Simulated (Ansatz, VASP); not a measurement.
Two plane-wave programs on Cu3N

INCAR

```
  PREC = Accurate
  ENCUT = 600
  EDIFF = 1E-6
  ISMEAR = -1
  SIGMA = 0.02
  LREAL = F
  LASPH = T
  NELM = 120
  ALGO = Normal
  ISIF = 2
  LWAVE = F
  LCHARG = F
  GGA = PE
  NBANDS = 27
  GGA_COMPAT = F
```

KPOINTS

```
regular mesh
0
Gamma
  6 6 6
```

File POSCAR:

```
Cu3N
1.0
    3.9039369977      0.0000000000      0.0000000000
    0.0000000000      3.9039369977      0.0000000000
    0.0000000000      0.0000000000      3.9039369977
Cu N
3 1
Direct
    0.5000000000      0.0000000000      0.0000000000
    0.0000000000      0.5000000000      0.0000000000
    0.0000000000      0.0000000000      0.5000000000
    0.0000000000      0.0000000000      0.0000000000
```

Input for Ansatz:

```yaml
crystal:
  lattice:
    - [3.9039369977, 0.0, 0.0]
    - [0.0, 3.9039369977, 0.0]
    - [0.0, 0.0, 3.9039369977]
  atoms:
    - { symbol: Cu, position: [0.5, 0.0, 0.0] }
    - { symbol: Cu, position: [0.0, 0.5, 0.0] }
    - { symbol: Cu, position: [0.0, 0.0, 0.5] }
    - { symbol: "N", position: [0.0, 0.0, 0.0] }
kpoints:
  mp_grid: { grid: [6, 6, 6] }
hamiltonian:
  xc: pbe
scf:
  occupations: { method: fermi_dirac, width: 0.02 }
  n_extra_bands: 5
output:
  forces: true
  stress: true
  eigenvalues: true
```

Alike in both runs: task single point; functional PBE; k mesh 6 × 6 × 6; occupations fermi-dirac, width 0.02 eV; no spin polarisation.

```csv
,VASP,Ansatz
version,VASP 6.6.1,Ansatz 0.2.0
potentials or method,"VASP PAW PBE potentials, release 64 (Cu, N)","plane waves, PAW"
plane-wave cutoff (eV),600,420
valence electrons in the cell,38,62
```

Ansatz gave:

- pressure (GPa): -5.9

**Question.** Estimate VASP's values.

**Answer.** Pressure (GPa): -5.2.

VASP's potentials hold 38 valence electrons a cell and Ansatz's 62, so a difference there can come from the potentials and not from the codes.
